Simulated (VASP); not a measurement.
# Ni (Im-3m) in VASP: notebook

Ni is run at these levels: LDA; tasks: single point.

Program: VASP 6.6.1. These are calculated values, not measurements. Logs are shortened: lines on timing, memory, paths and dates and some standing lists are left out, and cuts for length are marked.

### 1 The cell of the first run

The structure is cubic, space group Im-3m (No. 229). Conventional cell: a = 2.686 Å, b = 2.686 Å, c = 2.686 Å, α = 90.00°, β = 90.00°, γ = 90.00°. Ni (site symmetry m-3m) has 14 Ni at 2.33 to 2.69 Å within 3.1 Å.

### 2 Single point, LDA, collinear spin, ferromagnetic start (volume scaled by 0.96)

Contents of INCAR:

```
  PREC = Accurate
  ENCUT = 520
  EDIFF = 1E-7
  ISMEAR = -1
  SIGMA = 0.05
  LREAL = F
  LASPH = T
  NELM = 150
  ALGO = Normal
  ISIF = 2
  LWAVE = F
  LCHARG = T
  ISPIN = 2
  MAGMOM = 0.355
  LORBIT = 11
  LMAXMIX = 4
  GGA = CA
  LELF = T
  LVHAR = T
  NBANDS = 15
```

Contents of KPOINTS:

```
Automatic mesh
0
Gamma
  18 18 18
```

Contents of POSCAR:

```
Ni
1.0
   -1.3429589047      1.3429589047      1.3429589047
    1.3429589047     -1.3429589047      1.3429589047
    1.3429589047      1.3429589047     -1.3429589047
Ni
1
Direct
    0.0000000000      0.0000000000      0.0000000000
```

Potentials or basis: VASP PAW LDA potentials, release 64 (Ni).

Launch:

```bash
cat potpaw_LDA.64/Ni/POTCAR > POTCAR
mpirun -np 1 vasp_std > vasp.out
```

OUTCAR:

```text
PREC = Accurate
   ENCUT = 520
   EDIFF = 1E-7
   ISMEAR = -1
   LREAL = F
   LASPH = T
   NELM = 150
   ISIF = 2
   ISPIN = 2
   LORBIT = 11
   GGA = CA

 ion  position               nearest neighbor table
   1  0.000  0.000  0.000-

  LATTYP: Found a body centered cubic cell.
 ALAT       =     2.6859178094

  Lattice vectors:

 A1 = (  -1.3429589047,   1.3429589047,   1.3429589047)
 A2 = (   1.3429589047,  -1.3429589047,   1.3429589047)
 A3 = (   1.3429589047,   1.3429589047,  -1.3429589047)

Analysis of symmetry for initial positions (statically):
=====================================================================
 Subroutine PRICEL returns:
 Original cell was already a primitive cell.

 Routine SETGRP: Setting up the symmetry group for a
 body centered cubic supercell.

 Subroutine GETGRP returns: Found 48 space group operations
[... 9 lines left out ...]

 Routine SETGRP: Setting up the symmetry group for a
 body centered cubic supercell.

 Subroutine GETGRP returns: Found 48 space group operations
 (whereof 48 operations were pure point group operations)
 out of a pool of 48 trial point group operations.

The dynamic configuration has the point symmetry O_h .

Analysis of structural, dynamic, and magnetic symmetry:
=====================================================================
 Subroutine PRICEL returns:
 Original cell was already a primitive cell.

 Routine SETGRP: Setting up the symmetry group for a
 body centered cubic supercell.

 Subroutine GETGRP returns: Found 48 space group operations
 (whereof 48 operations were pure point group operations)
 out of a pool of 48 trial point group operations.

The overall configuration has the point symmetry O_h .

 Subroutine INISYM returns: Found 48 space group operations
[... 5 lines left out ...]
                                     Primitive cell

  volume of cell :       9.6883

  direct lattice vectors                    reciprocal lattice vectors
    -1.342958905  1.342958905  1.342958905     0.000000000  0.372312212  0.372312212
     1.342958905 -1.342958905  1.342958905     0.372312212  0.000000000  0.372312212
     1.342958905  1.342958905 -1.342958905     0.372312212  0.372312212  0.000000000

  length of vectors
     2.326073055  2.326073055  2.326073055     0.526528979  0.526528979  0.526528979

  position of ions in fractional coordinates (direct lattice)
     0.000000000  0.000000000  0.000000000

  ion indices of the primitive-cell ions
   primitive index   ion index
                 1           1

----------------------------------------------------------------------------------------

 KPOINTS: Automatic mesh

Automatic generation of k-mesh.
 Grid dimensions read from file:
 generate k-points for:   18   18   18

 Generating k-lattice:

  Cartesian coordinates                     Fractional coordinates (reciprocal lattice)
[... 101 lines left out ...]

 number of electron       9.9999998 magnetization       0.0000305

 Free energy of the ion-electron system (eV)
  ---------------------------------------------------
  ext. energy  EPLUGINS =         0.00000000
  ---------------------------------------------------
  free energy    TOTEN  =        -6.47895003 eV

  energy without entropy =       -6.46555038  energy(sigma->0) =       -6.47225020

 E-fermi :  10.6280     XC(G=0): -14.3114

 val. band max:       10.6180336571   @ k =  -0.4444   0.5000   0.3889
 cond. band min:      10.6297907407   @ k =  -0.3889   0.3889   0.1667
 fundamental gap:      0.0117570836
 Fermi energy:        10.6279971376

 spin component 1

 k-point     1 :       0.0000    0.0000    0.0000
  band No.  band energies     occupation
      1       0.9965      1.00000
      2       8.3600      1.00000
      3       8.3600      1.00000
      4       8.3601      1.00000
      5       9.9798      1.00000
      6       9.9798      1.00000
      7      38.3654      0.00000
      8      38.3654      0.00000
      9      38.3654      0.00000
     10      44.1476      0.00000
     11      44.1476      0.00000
     12      46.1343      0.00000
     13      46.1343      0.00000
     14      46.1343      0.00000
[... 403 lines left out ...]
      4       9.8807      1.00000
      5      10.4022      0.98919
      6      12.3433      0.00000
      7      19.2086      0.00000
      8      28.2537      0.00000
      9      31.8559      0.00000
     10      38.0781      0.00000
     11      43.3884      0.00000
     12      46.6785      0.00000
     13      53.0413      0.00000
     14      56.1610      0.00000
     15      57.9481      0.00000

 [... further k-points ...]

 spin component 2

 k-point     1 :       0.0000    0.0000    0.0000
  band No.  band energies     occupation
      1       0.9965      1.00000
      2       8.3601      1.00000
      3       8.3601      1.00000
      4       8.3601      1.00000
      5       9.9798      1.00000
      6       9.9798      1.00000
      7      38.3654      0.00000
      8      38.3654      0.00000
      9      38.3654      0.00000
     10      44.1476      0.00000
     11      44.1476      0.00000
     12      46.1343      0.00000
     13      46.1343      0.00000
     14      46.1343      0.00000
[... 403 lines left out ...]
      4       9.8807      1.00000
      5      10.4022      0.98918
      6      12.3434      0.00000
      7      19.2086      0.00000
      8      28.2537      0.00000
      9      31.8559      0.00000
     10      38.0782      0.00000
     11      43.3884      0.00000
     12      46.6785      0.00000
     13      53.0413      0.00000
     14      56.1611      0.00000
     15      57.9481      0.00000

 [... further k-points ...]
[... 5 lines left out ...]
  --------------------------------------------------------------------------------------
  -------------------------------------------------------------------------------------
  Total        0.5842033      0.5842033      0.5842033     -0.0000000     -0.0000000     -0.0000000
  in kB       96.6109588     96.6109588     96.6109588     -0.0000000     -0.0000000     -0.0000000
  external PRESSURE =      96.6109588 kB  Pullay stress =       0.0000000 kB

 VOLUME and BASIS-vectors are now :
 -----------------------------------------------------------------------------
  energy-cutoff  :      520.00
  volume of cell :        9.69
      direct lattice vectors                 reciprocal lattice vectors
    -1.342958905  1.342958905  1.342958905     0.000000000  0.372312212  0.372312212
     1.342958905 -1.342958905  1.342958905     0.372312212  0.000000000  0.372312212
     1.342958905  1.342958905 -1.342958905     0.372312212  0.372312212  0.000000000

 POSITION                                       TOTAL-FORCE (eV/Angst)
 -----------------------------------------------------------------------------------
      0.00000      0.00000      0.00000        -0.000000      0.000000      0.000000
 -----------------------------------------------------------------------------------
    total drift:                                0.000000      0.000000      0.000000

  FREE ENERGIE OF THE ION-ELECTRON SYSTEM (eV)
  ---------------------------------------------------
  free  energy   TOTEN  =        -6.4789500264 eV

  energy  without entropy=       -6.4655503784  energy(sigma->0) =       -6.47225020

 total charge

# of ion       s       p       d       tot
------------------------------------------
    1        0.544   0.598   8.411   9.553

 magnetization (x)

# of ion       s       p       d       tot
------------------------------------------
    1       -0.000  -0.000   0.000   0.000
```

OSZICAR:

```text
N       E                     dE             d eps       ncg     rms          rms(c)
DAV:   1     0.321671106175E+02    0.32167E+02   -0.41648E+03 12506   0.889E+02
DAV:   2    -0.614078408968E+01   -0.38308E+02   -0.35757E+02 13065   0.167E+02
DAV:   3    -0.753222196287E+01   -0.13914E+01   -0.13756E+01 14717   0.310E+01
DAV:   4    -0.753884242161E+01   -0.66205E-02   -0.66196E-02 14153   0.207E+00
DAV:   5    -0.753889232322E+01   -0.49902E-04   -0.49900E-04 15022   0.165E-01    0.112E+01
DAV:   6    -0.672250604523E+01    0.81639E+00   -0.10836E+01 16145   0.378E+01    0.495E+00
DAV:   7    -0.650433405923E+01    0.21817E+00   -0.15680E+00 14635   0.132E+01    0.231E+00
DAV:   8    -0.648036910479E+01    0.23965E-01   -0.38268E-02 16658   0.138E+00    0.565E-01
DAV:   9    -0.647898584924E+01    0.13833E-02   -0.63722E-04 17229   0.197E-01    0.198E-01
DAV:  10    -0.647881596283E+01    0.16989E-03   -0.15433E-04 17988   0.945E-02    0.749E-02
DAV:  11    -0.647890998830E+01   -0.94025E-04   -0.31171E-04 16433   0.163E-01    0.451E-02
DAV:  12    -0.647893705695E+01   -0.27069E-04   -0.48888E-05 18503   0.659E-02    0.252E-02
DAV:  13    -0.647894762546E+01   -0.10569E-04   -0.55606E-05 16656   0.698E-02    0.127E-02
DAV:  14    -0.647895002740E+01   -0.24019E-05   -0.25389E-05 18072   0.483E-02    0.430E-03
DAV:  15    -0.647894990106E+01    0.12634E-06   -0.32257E-06 17538   0.182E-02    0.389E-03
DAV:  16    -0.647895002029E+01   -0.11923E-06   -0.18650E-06 16327   0.136E-02    0.704E-04
DAV:  17    -0.647895002644E+01   -0.61518E-08   -0.45669E-08  8587   0.230E-03
   1 F= -.64789500E+01 E0= -.64722502E+01  d E =-.133996E-01  mag=    -0.0000
```

It took 2.2 min on 1 thread of Intel Xeon 8259CL, shared host; peak memory 0.15 GiB.

Results:

```yaml
Free_energy: -6.4790 eV
Pressure: 9.7 GPa
Band_gap_on_the_k_mesh: zero (filled and empty bands overlap)
Net_moment: 0.00 μB per cell
Valence_electrons_inside_the_program's_atomic_spheres: Ni 9.55
```

Caveat: the cell differs from its parent crystal (volume scaled by 0.96).

### 3 Single point, LDA, collinear spin, ferromagnetic start

This run uses another cell than the first one, of 10.09 Å³/atom, 1.042 times its volume.

Contents of INCAR:

```
SYSTEM = Ni
  ALGO = Normal
  EDIFF = 1E-6
  ENCUT = 520
  GGA = CA
  ISIF = 2
  ISMEAR = -1
  ISPIN = 2
  LASPH = .TRUE.
  LCHARG = .FALSE.
  LMAXMIX = 4
  LORBIT = 11
  LREAL = .FALSE.
  LWAVE = .FALSE.
  MAGMOM = 0.355
  NBANDS = 15
  NELM = 150
  PREC = Accurate
  SIGMA = 0.05
```

Contents of KPOINTS:

```
k-points
0
G
  18 18 18
  0 0 0
```

Contents of POSCAR:

```
Ni
1.0
   -1.3613578883      1.3613578883      1.3613578883
    1.3613578883     -1.3613578883      1.3613578883
    1.3613578883      1.3613578883     -1.3613578883
Ni
1
Direct
    0.0000000000      0.0000000000      0.0000000000
```

Potentials or basis: VASP PAW LDA potentials, release 64 (Ni).

Launch:

```bash
cat potpaw_LDA.64/Ni/POTCAR > POTCAR
mpirun -np 1 vasp_std > vasp.out
```

OUTCAR:

```text
SYSTEM = Ni
   EDIFF = 1E-6
   ENCUT = 520
   GGA = CA
   ISIF = 2
   ISMEAR = -1
   ISPIN = 2
   LASPH = .TRUE.
   LORBIT = 11
   LREAL = .FALSE.
   NELM = 150
   PREC = Accurate

 ion  position               nearest neighbor table
   1  0.000  0.000  0.000-

  LATTYP: Found a body centered cubic cell.
 ALAT       =     2.7227157766

  Lattice vectors:

 A1 = (  -1.3613578883,   1.3613578883,   1.3613578883)
 A2 = (   1.3613578883,  -1.3613578883,   1.3613578883)
 A3 = (   1.3613578883,   1.3613578883,  -1.3613578883)

Analysis of symmetry for initial positions (statically):
=====================================================================
 Subroutine PRICEL returns:
 Original cell was already a primitive cell.

 Routine SETGRP: Setting up the symmetry group for a
 body centered cubic supercell.

 Subroutine GETGRP returns: Found 48 space group operations
[... 9 lines left out ...]

 Routine SETGRP: Setting up the symmetry group for a
 body centered cubic supercell.

[... 610 lines left out ...]

 k-point     1 :       0.0000    0.0000    0.0000
  band No.  band energies     occupation
      1       0.6509      1.00000
      2       7.8404      1.00000
      3       7.8404      1.00000
      4       7.8404      1.00000
      5       9.3715      0.99999
      6       9.3715      0.99999
      7      37.3059      0.00000
      8      37.3059      0.00000
      9      37.3059      0.00000
     10      42.7696      0.00000
     11      42.7696      0.00000
     12      44.3181      0.00000
     13      44.3181      0.00000
     14      44.3181      0.00000
[... 403 lines left out ...]
      4       9.2746      1.00000
      5       9.7661      0.98532
      6      11.6379      0.00000
      7      18.2219      0.00000
      8      27.1640      0.00000
      9      30.6525      0.00000
     10      36.7897      0.00000
     11      41.8576      0.00000
     12      45.2727      0.00000
     13      51.3238      0.00000
     14      54.7974      0.00000
     15      56.8798      0.00000

 [... further k-points ...]
[... 5 lines left out ...]
  --------------------------------------------------------------------------------------
  -------------------------------------------------------------------------------------
  Total       -0.0874981     -0.0874981     -0.0874981      0.0000000      0.0000000      0.0000000
  in kB      -13.8909527    -13.8909527    -13.8909527      0.0000000      0.0000000      0.0000000
  external PRESSURE =     -13.8909527 kB  Pullay stress =       0.0000000 kB

 VOLUME and BASIS-vectors are now :
 -----------------------------------------------------------------------------
  energy-cutoff  :      520.00
  volume of cell :       10.09
      direct lattice vectors                 reciprocal lattice vectors
    -1.361357888  1.361357888  1.361357888     0.000000000  0.367280349  0.367280349
     1.361357888 -1.361357888  1.361357888     0.367280349  0.000000000  0.367280349
     1.361357888  1.361357888 -1.361357888     0.367280349  0.367280349  0.000000000

 POSITION                                       TOTAL-FORCE (eV/Angst)
 -----------------------------------------------------------------------------------
      0.00000      0.00000      0.00000         0.000000     -0.000000      0.000000
 -----------------------------------------------------------------------------------
    total drift:                                0.000000      0.000000      0.000000

  FREE ENERGIE OF THE ION-ELECTRON SYSTEM (eV)
  ---------------------------------------------------
  free  energy   TOTEN  =        -6.4888756632 eV

  energy  without entropy=       -6.4744581214  energy(sigma->0) =       -6.48166689

 total charge

# of ion       s       p       d       tot
------------------------------------------
    1        0.525   0.556   8.385   9.467

 magnetization (x)

# of ion       s       p       d       tot
------------------------------------------
    1       -0.000  -0.000   0.000   0.000
```

stdout:

```text
POSCAR found type information on POSCAR Ni
 POSCAR found :  1 types and       1 ions
 scaLAPACK will be used
 LDA part: xc-table for (Slater(with rela. corr.)+CA(PZ))
 , standard interpolation
 POSCAR, INCAR and KPOINTS ok, starting setup
 FFT: planning ... GRIDC
 FFT: planning ... GRID_SOFT
 FFT: planning ... GRID
 WAVECAR not read
 entering main loop
```

Run time: 2.4 min. Hardware: 1 thread of Intel Xeon 8259CL, shared host; peak memory 0.15 GiB.

What came out:

* Free energy: -6.4889 eV
* Pressure: -1.4 GPa
* Band gap on the k mesh: zero (filled and empty bands overlap)
* Net moment: 0.00 μB per cell
* Valence electrons inside the program's atomic spheres: Ni 9.47

### 4 Single point, LDA, collinear spin, ferromagnetic start (volume scaled by 1.04)

Contents of INCAR:

```
PREC     = Accurate       # precision mode
ENCUT    = 520            # plane-wave cutoff, eV
EDIFF    = 1E-6           # SCF threshold, eV
ISMEAR   = -1             # smearing method
SIGMA    = 0.05           # smearing width, eV
LREAL    = F              # projectors in reciprocal space
LASPH    = T              # aspherical terms in the spheres
NELM     = 150            # most SCF steps
ALGO     = Normal         # electronic algorithm
ISIF     = 2              # what is computed and relaxed
LWAVE    = F              # write WAVECAR
LCHARG   = F              # write CHGCAR
ISPIN    = 2              # spin polarisation
MAGMOM   = 0.355          # initial moments
LORBIT   = 11             # projections on sites
LMAXMIX  = 4              # l up to which the mixer works
NBANDS   = 15             # bands
```

Contents of KPOINTS:

```
regular mesh
0
Gamma
  18 18 18
```

Contents of POSCAR:

```
Ni
1.0
   -1.3792725465      1.3792725465      1.3792725465
    1.3792725465     -1.3792725465      1.3792725465
    1.3792725465      1.3792725465     -1.3792725465
Ni
1
Direct
    0.0000000000      0.0000000000      0.0000000000
```

Launch:

```bash
cat potpaw_LDA.64/Ni/POTCAR > POTCAR
mpirun -np 1 vasp_std > vasp.out
```

It took 100 s on 1 thread of Intel Xeon 8259CL, shared host; peak memory 0.15 GiB.

Results (log left out):

* Free energy: -6.4740 eV
* Pressure: -9.9 GPa
* Net moment: 0.18 μB per cell
* Site moments: Ni +0.18 μB
* Valence electrons inside the program's atomic spheres: Ni 9.39

Levels at points of the mesh, in eV from the Fermi level:
Spin up:
| k point | band 1 | band 2 | band 3 | band 4 | band 5 | band 6 | band 7 | band 8 | band 9 | band 10 |
| --- | --- | --- | --- | --- | --- | --- | --- | --- | --- | --- |
| (0.00, 0.00, 0.00) | -9.05 | -2.11 | -2.11 | -2.11 | -0.64 | -0.64 | 26.94 | 26.94 | 26.94 | 32.10 |
| (0.50, 0.00, 0.00) | -4.62 | -3.10 | -0.71 | -0.48 | 0.31 | 0.33 | 6.95 | 19.51 | 20.54 | 24.49 |
| (0.50, 0.50, 0.50) | -4.19 | -4.19 | 0.07 | 0.07 | 0.07 | 10.04 | 10.04 | 10.04 | 16.26 | 16.26 |
Spin down:
```tsv
k point	band 1	band 2	band 3	band 4	band 5	band 6	band 7	band 8	band 9	band 10
(0.00, 0.00, 0.00)	-9.03	-1.92	-1.92	-1.92	-0.49	-0.49	26.93	26.93	26.93	32.11
(0.50, 0.00, 0.00)	-4.51	-2.92	-0.54	-0.31	0.34	0.53	7.06	19.52	20.58	24.55
(0.50, 0.50, 0.50)	-4.08	-4.08	0.29	0.29	0.29	10.07	10.07	10.07	16.32	16.32
```

Caveat: the cell differs from its parent crystal (volume scaled by 1.04).

### 5 Overview

```csv
cell,gap on the mesh (eV),pressure (GPa),moment (μB)
"a = 2.326 Å, angles 109.5°, 1 atom",none,9.7,0.00
"a = 2.358 Å, angles 109.5°, 1 atom",none,-1.4,0.00
"a = 2.389 Å, angles 109.5°, 1 atom",none,-9.9,0.18
```

Alike in all rows: task single point; level LDA; potentials or basis VASP PAW LDA potentials, release 64 (Ni); spin collinear, ferromagnetic start; k mesh 18 × 18 × 18; cutoff (eV) 520; smearing fermi-dirac 0.05 eV.

Total energies depend on the potentials used, so only differences within one code and one set of settings carry meaning.
